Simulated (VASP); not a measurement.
A run of VASP 6.6.1 is set up as follows.

INCAR

```
ALGO = Normal ; EDIFF = 1E-6
ENCUT = 520 ; GGA = PE
ISIF = 2 ; ISMEAR = 0
LASPH = T ; LCHARG = T
LELF = T ; LREAL = F
LVHAR = T ; LWAVE = F
NBANDS = 20 ; NELM = 80
PREC = Accurate ; SIGMA = 0.1
```

Contents of KPOINTS:

```
k-points
0
Gamma
  14 14 10
```

The input POSCAR:

```
GaS2
1.0
    3.6437461284      0.0000000000      0.0000000000
    0.0000000000      3.6437461284      0.0000000000
    0.0000000000      0.0000000000      4.8518585384
Ga S
1 2
Direct
    0.0000000000      0.0000000000      0.0000000000
    0.5000000000      0.5000000000      0.2924997309
    0.5000000000      0.5000000000      0.7075002691
```

Potentials or basis: VASP PAW PBE potentials, release 64 (Ga_d, S).

Run with:

```console
$ cat potpaw_PBE.64/Ga_d/POTCAR potpaw_PBE.64/S/POTCAR > POTCAR
$ mpirun -np 1 vasp_std > vasp.out
```

Problem. What does it give for the pressure?

Solution. -0.2 GPa.

Problem. What does it give for the largest force?

Solution. 0.159 eV/Å.

Stress tensor (GPa, compression positive):
```
 0.02  0.00  0.00
 0.00  0.02  0.00
 0.00  0.00 -0.78
```
